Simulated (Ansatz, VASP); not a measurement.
Two plane-wave programs on Cr

File INCAR:

```
ALGO = Normal ; EDIFF = 1E-6
ENCUT = 520 ; GGA = PE
ISIF = 2 ; ISMEAR = 0
ISPIN = 2 ; LASPH = T
LCHARG = F ; LMAXMIX = 4
LORBIT = 11 ; LREAL = F
LWAVE = F ; MAGMOM = 3 3
NBANDS = 23 ; NELM = 150
PREC = Accurate ; SIGMA = 0.024
```

File KPOINTS:

```
k-points
0
Gamma
  11 11 6
```

File POSCAR:

```
Cr
1.0
    2.7140000000      0.0000000000      0.0000000000
   -1.3570000000      2.3503929459      0.0000000000
    0.0000000000      0.0000000000      4.4100000000
Cr
2
Direct
    0.6666666667      0.3333333333      0.7500000000
    0.3333333333      0.6666666667      0.2500000000
```

The input input.yaml:

```yaml
crystal:
  lattice:
    - [2.714, 0.0, 0.0]
    - [-1.357, 2.3503929459, 0.0]
    - [0.0, 0.0, 4.41]
  atoms:
    - { symbol: Cr, position: [0.6666666667, 0.3333333333, 0.75], spin: 3.0 }
    - { symbol: Cr, position: [0.3333333333, 0.6666666667, 0.25], spin: 3.0 }
hamiltonian:
  xc: pbe
  pseudopotentials: { kind: paw }
magnetization:
  spin_polarized: true
kpoints:
  mp_grid: { grid: [11, 11, 6] }
scf:
  occupations: { method: gaussian, width: 0.024 }
output:
  forces: true
  stress: true
  eigenvalues: true
  write_density: true
  write_potential: true
  elf: true
  volumetric_format: npy
```

Alike in both runs: task single point; functional PBE; k mesh 11 × 11 × 6; occupations gaussian, width 0.024 eV; collinear spin.

|  | VASP | Ansatz |
| --- | --- | --- |
| version | VASP 6.6.1 | Ansatz 0.2.0 |
| potentials or method | VASP PAW PBE potentials, release 64 (Cr_pv) | Ansatz PAW |
| plane-wave cutoff (eV) | 520 | 420 |
| valence electrons in the cell | 24 | 28 |

```csv
,VASP,Ansatz,Ansatz less VASP
gap on the k mesh at the Fermi level (eV),none,none,-
pressure (GPa),-25.6,-25.6,+0.03
"traceless stress, the component that is largest in VASP (GPa)",1.34,2.62,+1.288
net moment per atom (μB),1.01,0.87,-0.141
size of the moment on the site where the two differ most (μB),0.93,0.80,-0.128
```

The net moments are unlike, so the other rows may belong to different states. Site moments also hang on the region over which each program counts them. A gap of «none» marks a metal or a gap that the smearing closes. VASP's potentials hold 24 valence electrons a cell and Ansatz's 28, so a difference there can come from the potentials and not from the codes.
